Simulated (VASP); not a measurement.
# ZrC in VASP: single point with PBE

Aim: the single point of ZrC with PBE.

Everything below comes from runs of VASP 6.6.1. Logs are shortened: lines on timing, memory, paths and dates and some standing lists are left out, and cuts for length are marked.

## (1) The cell of the first run

The cell holds a slab with vacuum, 24 atoms: a = 6.659 Å, b = 6.659 Å, c = 22.796 Å, α = 90.00°, β = 90.00°, γ = 120.00°.

## (2) Single point, PBE

Contents of INCAR:

```
ALGO = Normal ; DIPOL = 0.5 0.5 0.498
EDIFF = 1E-7 ; ENCUT = 520
GGA = PE ; IDIPOL = 3
ISIF = 2 ; ISMEAR = 0
LASPH = T ; LCHARG = F
LDIPOL = T ; LREAL = Auto
LWAVE = F ; NBANDS = 114
NELM = 80 ; PREC = Accurate
SIGMA = 0.1
```

Contents of KPOINTS:

```
k-points
0
Gamma
  3 3 1
```

Contents of POSCAR:

```
ZrC
1.0
    6.6589726716      0.0000000000      0.0000000000
   -3.3294863358      5.7668394967      0.0000000000
    0.0000000000      0.0000000000     22.7962855236
Zr C
12 12
Direct
    0.1666666667      0.3333333333      0.3509343657
    0.1666666667      0.8333333333      0.3509343657
    0.6666666667      0.3333333333      0.3509343657
    0.6666666667      0.8333333333      0.3509343657
    0.5000000000      0.5000000000      0.4701868731
    0.5000000000      0.0000000000      0.4701868731
    0.0000000000      0.5000000000      0.4701868731
    0.0000000000      0.0000000000      0.4701868731
    0.8333333333      0.6666666667      0.5890995722
    0.8333333333      0.1666666667      0.5890995722
    0.3333333333      0.6666666667      0.5890995722
    0.3333333333      0.1666666667      0.5890995722
    0.3333333333      0.1666666667      0.4105606194
    0.3333333333      0.6666666667      0.4105606194
    0.8333333333      0.1666666667      0.4105606194
    0.8333333333      0.6666666667      0.4105606194
    0.6666666667      0.3333333333      0.5288186011
    0.6666666667      0.8333333333      0.5288186011
    0.1666666667      0.3333333333      0.5288186011
    0.1666666667      0.8333333333      0.5288186011
    0.0000000000      0.5000000000      0.6389196135
    0.0000000000      0.0000000000      0.6389196135
    0.5000000000      0.5000000000      0.6389196135
    0.5000000000      0.0000000000      0.6389196135
```

Potentials or basis: VASP PAW PBE potentials, release 64 (Zr_sv, C).

Started as:

```console
$ cat potpaw_PBE.64/Zr_sv/POTCAR potpaw_PBE.64/C/POTCAR > POTCAR
$ mpirun -np 1 vasp_std > vasp.out
```

OUTCAR:

```text
EDIFF = 1E-7
   ENCUT = 520
   GGA = PE
   ISIF = 2
   ISMEAR = 0
   LASPH = T
   LREAL = Auto
   NELM = 80
   PREC = Accurate

 ion  position               nearest neighbor table
   1  0.167  0.333  0.351-  13 2.35  14 2.35  15 2.35   8 3.33   5 3.33   7 3.33   2 3.33   4 3.33
                             2 3.33   4 3.33   3 3.33   3 3.33
   2  0.167  0.833  0.351-  14 2.35  13 2.35  16 2.35   7 3.33   6 3.33   8 3.33   1 3.33   3 3.33
                             1 3.33   3 3.33   4 3.33   4 3.33
   3  0.667  0.333  0.351-  15 2.35  16 2.35  13 2.35   6 3.33   7 3.33   5 3.33   2 3.33   4 3.33
                             4 3.33   2 3.33   1 3.33   1 3.33
   4  0.667  0.833  0.351-  16 2.35  15 2.35  14 2.35   5 3.33   8 3.33   6 3.33   1 3.33   3 3.33
                             3 3.33   1 3.33   2 3.33   2 3.33
   5  0.500  0.500  0.470-  18 2.34  19 2.34  17 2.34  13 2.35  16 2.35  14 2.35  12 3.32   9 3.32
                            11 3.32   4 3.33   1 3.33   3 3.33   8 3.33   6 3.33   6 3.33   8 3.33
   6  0.500  0.000  0.470-  17 2.34  20 2.34  18 2.34  14 2.35  15 2.35  13 2.35  11 3.32  10 3.32
                            12 3.32   3 3.33   2 3.33   4 3.33   7 3.33   5 3.33   5 3.33   7 3.33
   7  0.000  0.500  0.470-  20 2.34  17 2.34  19 2.34  15 2.35  14 2.35  16 2.35  10 3.32  11 3.32
                             9 3.32   2 3.33   3 3.33   1 3.33   8 3.33   6 3.33   8 3.33   6 3.33
   8  0.000  0.000  0.470-  19 2.34  18 2.34  20 2.34  16 2.35  13 2.35  15 2.35   9 3.32  12 3.32
                            10 3.32   1 3.33   4 3.33   2 3.33   7 3.33   5 3.33   7 3.33   5 3.33
   9  0.833  0.667  0.589-  22 2.23  23 2.23  21 2.23  18 2.36  17 2.36  20 2.36   8 3.32   5 3.32
                             7 3.32  10 3.33  12 3.33  10 3.33  12 3.33  11 3.33  11 3.33
  10  0.833  0.167  0.589-  21 2.23  24 2.23  22 2.23  17 2.36  18 2.36  19 2.36   7 3.32   6 3.32
                             8 3.32   9 3.33  11 3.33   9 3.33  11 3.33  12 3.33  12 3.33
  11  0.333  0.667  0.589-  24 2.23  21 2.23  23 2.23  20 2.36  19 2.36  18 2.36   6 3.32   7 3.32
                             5 3.32  10 3.33  12 3.33  12 3.33  10 3.33   9 3.33   9 3.33
[... 19 lines left out ...]
  Lattice vectors:

 A1 = (   6.6589726716,   0.0000000000,   0.0000000000)
 A2 = (  -3.3294863358,   5.7668394967,   0.0000000000)
 A3 = (   0.0000000000,   0.0000000000,  22.7962855236)

Analysis of symmetry for initial positions (statically):
=====================================================================
 Subroutine PRICEL returns following result:

  LATTYP: Found a hexagonal cell.
 ALAT       =     3.3294863358
 C/A-ratio  =     6.8467875295

  Lattice vectors:

 A1 = (   3.3294863358,   0.0000000000,   0.0000000000)
 A2 = (  -1.6647431679,   2.8834197483,   0.0000000000)
 A3 = (   0.0000000000,   0.0000000000,  22.7962855236)

   4 primitive cells build up your supercell.

 Routine SETGRP: Setting up the symmetry group for a
 hexagonal supercell.

 Subroutine GETGRP returns: Found  6 space group operations
 (whereof  6 operations were pure point group operations)
 out of a pool of 24 trial point group operations.

The static configuration has the point symmetry C_3v.

Analysis of symmetry for dynamics (positions and initial velocities):
=====================================================================
 Subroutine PRICEL returns following result:

  LATTYP: Found a hexagonal cell.
 ALAT       =     3.3294863358
 C/A-ratio  =     6.8467875295

  Lattice vectors:

 A1 = (   3.3294863358,   0.0000000000,   0.0000000000)
 A2 = (  -1.6647431679,   2.8834197483,   0.0000000000)
 A3 = (   0.0000000000,   0.0000000000,  22.7962855236)

   4 primitive cells build up your supercell.

 Routine SETGRP: Setting up the symmetry group for a
 hexagonal supercell.

 Subroutine GETGRP returns: Found  6 space group operations
 (whereof  6 operations were pure point group operations)
 out of a pool of 24 trial point group operations.

The dynamic configuration has the point symmetry C_3v.

 Subroutine INISYM returns: Found  6 space group operations
 (whereof  6 operations are pure point group operations),
 and found     4 'primitive' translations

----------------------------------------------------------------------------------------

                                     Primitive cell

  volume of cell :     218.8513

  direct lattice vectors                    reciprocal lattice vectors
     3.329486336  0.000000000  0.000000000     0.300346630  0.173405208  0.000000000
    -1.664743168  2.883419748  0.000000000     0.000000000  0.346810415  0.000000000
     0.000000000  0.000000000 22.796285524     0.000000000  0.000000000  0.043866796

  length of vectors
     3.329486336  3.329486336 22.796285524     0.346810415  0.346810415  0.043866796

  position of ions in fractional coordinates (direct lattice)
     0.333333333  0.666666667  0.350934366
     0.000000000  0.000000000  0.470186873
     0.666666667  0.333333333  0.589099572
     0.666666667  0.333333333  0.410560619
     0.333333333  0.666666667  0.528818601
     0.000000000  0.000000000  0.638919614

  ion indices of the primitive-cell ions
   primitive index   ion index
                 1           1
                 2           7
                 3          12
                 4          13
                 5          19
                 6          21

----------------------------------------------------------------------------------------

 KPOINTS: k-points

Automatic generation of k-mesh.
 Grid dimensions read from file:
 generate k-points for:    3    3    1

 Generating k-lattice:

  Cartesian coordinates                     Fractional coordinates (reciprocal lattice)
     0.050057772  0.028900868  0.000000000     0.333333333 -0.000000000  0.000000000
     0.000000000  0.057801736  0.000000000     0.000000000  0.333333333  0.000000000
     0.000000000  0.000000000  0.043866796     0.000000000  0.000000000  1.000000000

  Length of vectors
     0.057801736  0.057801736  0.043866796

  Shift w.r.t. Gamma in fractional coordinates (k-lattice)
     0.000000000  0.000000000  0.000000000

 Subroutine IBZKPT returns following result:
 ===========================================

 Found      3 irreducible k-points:

 Following reciprocal coordinates:
            Coordinates               Weight
  0.000000  0.000000  0.000000      1.000000
  0.333333 -0.000000  0.000000      6.000000
  0.333333  0.333333  0.000000      2.000000
   k-points           NKPTS =      3   k-points in BZ     NKDIM =      3   number of bands    NBANDS=    114
   number of dos      NEDOS =    301   number of ions     NIONS =     24
   total plane-waves  NPLWV = 450000
   dimension x,y,z NGX =    50 NGY =   50 NGZ =  180
   dimension x,y,z NGXF=   100 NGYF=  100 NGZF=  360
   ions per type =              12  12
   NGX,Y,Z   is equivalent  to a cutoff of  12.48, 12.48, 13.13 a.u.
   NGXF,Y,Z  is equivalent  to a cutoff of  24.97, 24.97, 26.25 a.u.
 SYSTEM =  unknown system
   PREC   = accura    normal or accurate (medium, high low for compatibility)
   ISTART =      0    job   : 0-new  1-cont  2-samecut
   ICHARG =      2    charge: 1-file 2-atom 10-const
   ISPIN  =      1    spin polarized calculation?
   LNONCOLLINEAR =      F non collinear calculations
   LSORBIT =      F    spin-orbit coupling
   LASPH  =      T    aspherical Exc in radial PAW
   ENCUT  =  520.0 eV  38.22 Ry    6.18 a.u.  12.38 12.38 42.39*2*pi/ulx,y,z
   NELM   =     80;   NELMIN=  2; NELMDL= -5     # of ELM steps
   EDIFF  = 0.1E-06   stopping-criterion for ELM
   LREAL  =      T    real-space projection
   EDIFFG = 0.1E-05   stopping-criterion for IOM
   NSW    =      0    number of steps for IOM
   IBRION =     -1    ionic relax: 0-MD 1-quasi-New 2-CG
   NFREE  =      0    steps in history (QN), initial steepest desc. (CG)
   ISIF   =      2    stress and relaxation
   ISYM   =      2    0-nonsym 1-usesym 2-fastsym
   POTIM  = 0.5000    time-step for ionic-motion
   TEBEG  =    0.0;   TEEND  =   0.0 temperature during run
   PSTRESS=    0.0 pullay stress
   NELECT =     192.0000    total number of electrons
   NUPDOWN=      -1.0000    fix difference up-down
   EMIN   =  10.00;   EMAX   =-10.00  energy-range for DOS
   EFERMI =   0.00;   METHOD = LEGACY
   ISMEAR =     0;   SIGMA  =   0.10  broadening in eV -4-tet -1-fermi 0-gaus
   EFERMI_NEDOS =   21; number of points for ismear=-14 and -15
   IALGO  =     38    algorithm
   IMIX   =      4    mixing-type and parameters
     AMIX     =   0.40;   BMIX     =  1.00
     AMIX_MAG =   1.60;   BMIX_MAG =  1.00
  volume/ion in A,a.u.               =      36.48       246.15
  Fermi-wavevector in a.u.,A,eV,Ry     =   0.987277  1.865682 13.261804  0.974715
  Thomas-Fermi vector in A             =   2.118719
   LORBIT       =      0    0 simple, 1 ext, 2 COOP (PROOUT), +10 PAW based schemes
   GGA     = PE    functional components
   LHFCALC =     F    Hartree Fock is set to
   AEXX    =    0.0000 exact exchange contribution
   IVDW    =     0    specifies the selected vdW correction
   LEPSILON=     F    determine dielectric tensor
   LRPA    =     F    only Hartree local field effects (RPA)
 non-spin polarized calculation
 Gauss-broadening in eV      SIGMA  =   0.10
  energy-cutoff  :      520.00
  volume of cell :      875.41
 maximum number of plane-waves:     23641
 NGX is ok and might be reduce to    50
   NGX = 25   NGY = 25   NGZ = 85

 dipolmoment           0.000000      0.000000     -0.423323 electrons x Angstroem

 number of electron     192.0000000 magnetization

 dipolmoment           0.000000      0.000000      0.525114 electrons x Angstroem

 Free energy of the ion-electron system (eV)
  ---------------------------------------------------
  ext. energy  EPLUGINS =         0.00000000
  ---------------------------------------------------
  free energy    TOTEN  =      -209.38135531 eV

  energy without entropy =     -209.23028259  energy(sigma->0) =     -209.30581895

 E-fermi :  -0.0403     XC(G=0):  -5.2652

 val. band max:       -0.0507049065   @ k =   0.3333   0.3333   0.0000
 cond. band min:      -0.0296864481   @ k =   0.3333  -0.0000   0.0000
 fundamental gap:      0.0210184584
 Fermi energy:        -0.0403312259

 k-point     1 :       0.0000    0.0000    0.0000
  band No.  band energies     occupation
      1     -49.1008      2.00000
      2     -49.0402      2.00000
      3     -49.0402      2.00000
      4     -49.0402      2.00000
      5     -48.2233      2.00000
      6     -48.1565      2.00000
[... 322 lines left out ...]
    107       1.2732      0.00000
    108       2.3893      0.00000
 [bands above 108 left out]

------------------------ aborting loop because EDIFF is reached ----------------------------------------

 vacuum level on the upper side and lower side of the slab       (xc-potential included)         1.124        -1.321

  FORCE on cell =-STRESS in cart. coord.  units (eV):
  Direction    XX          YY          ZZ          XY          YZ          ZX
  --------------------------------------------------------------------------------------
  -------------------------------------------------------------------------------------
  Total       -1.0749581     -1.0749581     -8.9703662     -0.0000000      0.0000000      0.0000000
  in kB       -1.9674011     -1.9674011    -16.4176718     -0.0000000      0.0000000      0.0000000
  external PRESSURE =      -6.7841580 kB  Pullay stress =       0.0000000 kB

 VOLUME and BASIS-vectors are now :
 -----------------------------------------------------------------------------
  energy-cutoff  :      520.00
  volume of cell :      875.41
      direct lattice vectors                 reciprocal lattice vectors
     6.658972672  0.000000000  0.000000000     0.150173315  0.086702604  0.000000000
    -3.329486336  5.766839497  0.000000000     0.000000000  0.173405208  0.000000000
     0.000000000  0.000000000 22.796285524     0.000000000  0.000000000  0.043866796

 POSITION                                       TOTAL-FORCE (eV/Angst)
 -----------------------------------------------------------------------------------
      0.00000      1.92228      8.00000        -0.000000      0.000000      1.618463
     -1.66474      4.80570      8.00000         0.000000      0.000000      1.618463
      3.32949      1.92228      8.00000         0.000000      0.000000      1.618463
      1.66474      4.80570      8.00000         0.000000      0.000000      1.618463
      1.66474      2.88342     10.71851        -0.000000     -0.000000     -0.093038
      3.32949      0.00000     10.71851        -0.000000     -0.000000     -0.093038
[... 16 lines left out ...]
      1.66474      2.88342     14.56499        -0.000000     -0.000000      0.010408
      3.32949      0.00000     14.56499        -0.000000     -0.000000      0.010408
 -----------------------------------------------------------------------------------
    total drift:                               -0.000001     -0.000000     -0.018988

  FREE ENERGIE OF THE ION-ELECTRON SYSTEM (eV)
  ---------------------------------------------------
  free  energy   TOTEN  =      -209.3813553058 eV

  energy  without entropy=     -209.2302825920  energy(sigma->0) =     -209.30581895

 vacuum level on the upper side and lower side of the slab         6.693         4.194
```

It took 25 min on 1 thread of Intel Xeon Platinum 8259CL at 2.50GHz (Skylake/Cascade Lake), shared host; peak memory 0.93 GiB.

What came out:

```
Free energy            : -209.3814 eV
Largest force          : 1.618 eV/Å
Band gap on the k mesh : zero (bands 96 and 97 overlap by 0.25 eV)
```

Forces in eV/Å, atoms in the order of the input:
```
Zr   0.000  0.000  1.618
Zr   0.000  0.000  1.618
Zr   0.000  0.000  1.618
Zr   0.000  0.000  1.618
Zr   0.000  0.000 -0.093
Zr   0.000  0.000 -0.093
Zr   0.000  0.000 -0.093
Zr   0.000  0.000 -0.093
Zr   0.000  0.000  0.027
Zr   0.000  0.000  0.027
Zr   0.000  0.000  0.027
Zr   0.000  0.000  0.027
C    0.000  0.000 -1.548
C    0.000  0.000 -1.548
C    0.000  0.000 -1.548
C    0.000  0.000 -1.548
C    0.000  0.000 -0.016
C    0.000  0.000 -0.016
C    0.000  0.000 -0.016
C    0.000  0.000 -0.016
C    0.000  0.000  0.010
C    0.000  0.000  0.010
C    0.000  0.000  0.010
C    0.000  0.000  0.010
```

Caveat: the k points lie up to 0.36 Å⁻¹ apart.
